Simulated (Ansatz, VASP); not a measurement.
MgO: VASP beside Ansatz

The input POSCAR:

```
MgO
1.0
    0.0000000000      2.2047538254      2.2047538254
    2.2047538254      0.0000000000      2.2047538254
    2.2047538254      2.2047538254      0.0000000000
Mg O
1 1
Direct
    0.0000000000      0.0000000000      0.0000000000
    0.5000000000      0.5000000000      0.5000000000
```

INCAR.step1

```
SYSTEM = MgO
  ALGO = Normal
  EDIFF = 1E-5
  ENCUT = 520
  GGA = PE
  ISIF = 2
  ISMEAR = 0
  LASPH = .TRUE.
  LREAL = .FALSE.
  LWAVE = .TRUE.
  NBANDS = 11
  NELM = 60
  PREC = Accurate
  SIGMA = 0.01
```

Contents of INCAR.step2:

```
SYSTEM = MgO
  ALGO = Normal
  EDIFF = 1E-6
  ENCUT = 520
  GGA = PE
  HFSCREEN = 0.2079
  ISIF = 2
  ISMEAR = 0
  ISTART = 1
  LASPH = .TRUE.
  LCHARG = .TRUE.
  LELF = .TRUE.
  LHFCALC = .TRUE.
  LREAL = .FALSE.
  LVHAR = .TRUE.
  LWAVE = .FALSE.
  NBANDS = 11
  NELM = 60
  PREC = Accurate
  PRECFOCK = Normal
  SIGMA = 0.01
```

KPOINTS

```
k-points
0
G
  8 8 8
  0 0 0
```

Input for Ansatz:

```yaml
crystal:
  lattice:
    - [0.0, 2.2047538254, 2.2047538254]
    - [2.2047538254, 0.0, 2.2047538254]
    - [2.2047538254, 2.2047538254, 0.0]
  atoms:
    - { symbol: Mg, position: [0.0, 0.0, 0.0] }
    - { symbol: O, position: [0.5, 0.5, 0.5] }
kpoints:
  mp_grid: { grid: [8, 8, 8] }
  band_path:
    path:
      - [0.0, 0.0, 0.0]
      - [0.5, 0.0, 0.5]
      - [0.625, 0.25, 0.625]
      - [0.375, 0.375, 0.75]
      - [0.5, 0.5, 0.5]
      - [0.5, 0.25, 0.75]
    npoints: 1
hamiltonian:
  xc: hse06
scf:
  occupations: { method: fixed }
  n_extra_bands: 4
output:
  forces: true
  stress: true
  eigenvalues: true
```

Change from the starting cell: hydrostatic strain +4.9%.

Alike in both runs: task single point; functional HSE06; k mesh 8 × 8 × 8; no spin polarisation.

```csv
,VASP,Ansatz
version,VASP 6.6.1,Ansatz 0.2.0
potentials or method,"VASP PAW PBE potentials, release 64 (Mg, O)","plane waves, PAW"
plane-wave cutoff (eV),520,420
occupations,"gaussian, width 0.01 eV",fixed
valence electrons in the cell,8,16
```

Ansatz gave:

```
gap on the k mesh at the Fermi level (eV) : 5.13
pressure (GPa)                            : -18.0
```

Q: Which values does VASP return?

A: gap on the k mesh at the Fermi level (eV): 5.09; pressure (GPa): -18.5.

VASP's potentials hold 8 valence electrons a cell and Ansatz's 16, so a difference there can come from the potentials and not from the codes. Ansatz's warnings: stress exchange threshold loose, stress scf threshold loose.
